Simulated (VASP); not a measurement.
Input of a VASP 6.6.1 run:

The input INCAR:

```
SYSTEM = Ti4RuC
PREC     = Accurate       ! precision mode
ENCUT    = 600            ! plane-wave cutoff, eV
EDIFF    = 1E-7           ! SCF threshold, eV
ISMEAR   = 0              ! smearing method
SIGMA    = 0.2            ! smearing width, eV
LREAL    = .False.        ! projectors in reciprocal space
LASPH    = .True.         ! aspherical terms in the spheres
NELM     = 100            ! most SCF steps
ALGO     = Normal         ! electronic algorithm
ISIF     = 3              ! what is computed and relaxed
LWAVE    = .False.        ! write WAVECAR
LCHARG   = .False.        ! write CHGCAR
GGA      = PE             ! functional
IBRION   = 2              ! ionic algorithm
NSW      = 36             ! ionic steps
EDIFFG   = -0.08          ! ionic threshold
```

Contents of KPOINTS:

```
regular mesh
0
Gamma
  4 4 4
  0 0 0
```

POSCAR

```
Ti4RuC
1.0
    5.0693158800      0.0000000000      0.0000000000
   -2.5346579400      4.3901563300      0.0000000000
    0.0000000000      0.0000000000      3.8215052500
Ti Ru C
4 1 1
Direct
    0.6666666700      0.3333333300      0.0000000000
    0.0101650000      0.5050825000      0.5000000000
    0.4949175000      0.5050825000      0.5000000000
    0.4949175000      0.9898350000      0.5000000000
    0.0000000000      0.0000000000      0.0000000000
    0.3333333300      0.6666666700      0.0000000000
```

Potentials or basis: VASP PAW PBE potentials, release 64 (Ti_sv, Ru_pv, C).

Run with:

```console
$ cat potpaw_PBE.64/Ti_sv/POTCAR potpaw_PBE.64/Ru_pv/POTCAR potpaw_PBE.64/C/POTCAR > POTCAR
$ mpirun -np 1 vasp_std > vasp.out
```

Q: Estimate the relaxed cell.

A: a = 5.707 Å, b = 5.707 Å, c = 3.144 Å, α = 90.00°, β = 90.00°, γ = 120.00°.

Q: What does it give for the band gap on the k mesh?

A: Zero (bands 33 and 34 overlap by 0.53 eV).

Q: Estimate the space group after relaxing (to 0.1 Å).

A: P-6m2 (No. 187).

Q: Predict the relaxed volume.

A: 14.78 Å³/atom.

The path:
```tsv
step	energy change (eV)	largest force (eV/Å)	pressure (GPa)	volume (Å³)
1	0.0000	1.2016	1.83	85.05
2	-0.0545	0.6853	-1.16	87.05
3	-0.0760	0.0540	-0.27	86.34
4	-0.0972	0.0769	-0.04	86.24
5	-0.1701	0.1459	0.88	85.84
6	-0.3093	0.3661	3.82	84.66
7	-0.0482	0.6726	16.57	80.64
8	-0.3548	0.5453	5.86	83.86
9	-0.3271	0.5917	10.19	82.41
10	-0.3635	0.5730	8.05	83.08
11	-0.3673	0.5616	8.02	83.13
12	-0.3776	0.5278	7.95	83.26
13	-0.3932	0.4581	7.86	83.51
14	-0.4045	0.3133	7.88	83.98
15	-0.4201	0.2727	7.28	84.29
16	-0.4598	0.1550	5.55	85.24
17	-0.5077	0.0627	2.32	87.15
18	-0.4877	0.4325	-3.27	91.06
19	-0.5176	0.2120	0.10	88.59
20	-0.5176	0.2028	0.25	88.50
21	-0.5184	0.1679	0.22	88.55
22	-0.5199	0.0627	0.14	88.69
```

Caveat: the k points lie up to 0.50 Å⁻¹ apart in the final cell, too coarse for converged energies and pressures of a metal; a cell axis changed by over 15 % at a fixed basis, so the end point is rough; the relaxation stopped at a loose force limit of 0.08 eV/Å, so its end isn't a converged minimum.
